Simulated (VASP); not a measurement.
The system is HgTe.

```
CELL_PARAMETERS angstrom
0.00000 3.20106 3.20106
3.20106 0.00000 3.20106
3.20106 3.20106 0.00000
ATOMIC_POSITIONS crystal
Hg 0.00000 0.00000 0.00000
Te 0.50000 0.50000 0.50000
```

Base run:

- Program: VASP 6.6.1
- Functional: r2SCAN
- Potentials or basis: VASP PAW PBE potentials, release 64 (Hg, Te)
- Cutoff: 520 eV
- k mesh: 7 × 7 × 7
- Occupations: fermi-dirac, width 0.05 eV
- Spin: no spin polarisation

Its results: band gap on the k mesh zero (band 9 reaches 2.82 eV, above the bottom of band 10 at 0.93 eV); pressure -5.3 GPa.

Problem. After a change of settings the same cell gave: band gap on the k mesh zero (band 9 reaches 2.86 eV, above the bottom of band 10 at 1.00 eV); pressure -8.0 GPa. Which change was it?
A. functional from r2SCAN to PBEsol; further incar settings from ALGO = Normal; EDIFF = 1e-07; NBANDS = 16 to ALGO = Normal; EDIFF = 1e-06; NBANDS = 16
B. functional from r2SCAN to PBE
C. functional from r2SCAN to LDA; potentials or basis from VASP PAW PBE potentials, release 64 (Hg, Te) to VASP PAW LDA potentials, release 64 (Hg, Te)

Solution. C.

Caveats: spin-orbit coupling is left out, which moves the levels of the heavy elements; the PAW data sets were made with another functional, which shifts forces and pressure a little (some runs).
